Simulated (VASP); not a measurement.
Input of a VASP 6.6.1 run:

File INCAR:

```
SYSTEM = Re
PREC = Accurate
ENCUT = 520
EDIFF = 1E-6
ISMEAR = 0
SIGMA = 0.1
LREAL = .False.
LASPH = .True.
NELM = 100
ALGO = Normal
ISIF = 2
LWAVE = .False.
LCHARG = .False.
GGA = PE
NBANDS = 22
```

Contents of KPOINTS:

```
Automatic mesh
0
Gamma
  4 4 6
  0 0 0
```

Contents of POSCAR:

```
Re
1.0
    4.7921565303      0.0000000000      0.0000000000
    0.0000000000      4.4892371005      0.0000000000
    0.0000000000      0.0000000000      2.7820105662
Re
4
Direct
    0.1686720150      0.7500000000      0.5003764753
    0.3313279850      0.2500000000      1.0003764753
    0.6686720150      0.7500000000     -0.0003764753
    0.8313279850      0.2500000000      0.4996235247
```

Potentials or basis: VASP PAW PBE potentials, release 64 (Re).

The run is started by

```bash
$ cat potpaw_PBE.64/Re/POTCAR > POTCAR
$ mpirun -np 1 vasp_std > vasp.out
```

Problem. What does it give for the largest force?

Solution. 0.023 eV/Å.

Problem. Predict the band gap on the k mesh.

Solution. Zero (bands 14 and 15 overlap by 1.37 eV).

Forces on the atoms (eV/Å):
```
Re   0.021  0.000 -0.009
Re  -0.021  0.000 -0.009
Re   0.021  0.000  0.009
Re  -0.021  0.000  0.009
```

Caveat: the k points lie up to 0.38 Å⁻¹ apart, too coarse for converged energies and pressures of a metal; spin-orbit coupling is left out, which moves the levels of the heavy elements.
